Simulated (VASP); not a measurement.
Write the native input for VASP 6.6.1 that does the following.

| Item | Value |
| --- | --- |
| Task | single point |
| Functional | PBE |
| Potentials or basis | VASP PAW PBE potentials, release 64 (Mo_sv) |
| Cutoff | 500 eV |
| k mesh | 9 × 9 × 12 |
| Occupations | fermi-dirac, width 0.08 eV |
| Spin | no spin polarisation |
| Dipole correction | no |
| Further INCAR settings | ALGO = Normal; EDIFF = 1e-06; NBANDS = 28 |

The structure of Mo lies in POSCAR:

```
Mo
1.0
    4.2580835179      0.0000000000      0.0000000000
   -2.1290417590      3.6876084980      0.0000000000
    0.0000000000      0.0000000000      2.3914902264
Mo
3
Direct
    0.0000000000      0.0000000000      0.0000000000
    0.3333333333      0.6666666667      0.5000000000
    0.6666666667      0.3333333333      0.5000000000
```

This isn't the form of Mo at room conditions, which is bcc.

One way to write it, as run:

INCAR

```
PREC = Accurate
ENCUT = 500
EDIFF = 1E-6
ISMEAR = -1
SIGMA = 0.08
LREAL = F
LASPH = T
NELM = 120
ALGO = Normal
ISIF = 2
LWAVE = F
LCHARG = T
GGA = PE
LELF = T
LVHAR = T
NBANDS = 28
GGA_COMPAT = F
```

KPOINTS

```
regular mesh
0
Gamma
  9 9 12
```

Potentials or basis: VASP PAW PBE potentials, release 64 (Mo_sv).

The run is started by

```sh
$ cat potpaw_PBE.64/Mo_sv/POTCAR > POTCAR
$ mpirun -np 1 vasp_std > vasp.out
```

Results of the run:

- Pressure: 101.7 GPa
- Band gap on the k mesh: zero (bands 21 and 22 overlap by 1.75 eV)

Caveat: the cell stands under pressure.

Run time: 29 s on 1 thread of Intel(R) Xeon(R) 6975P-C (Granite Rapids) (shared host), peak memory 0.19 GiB.
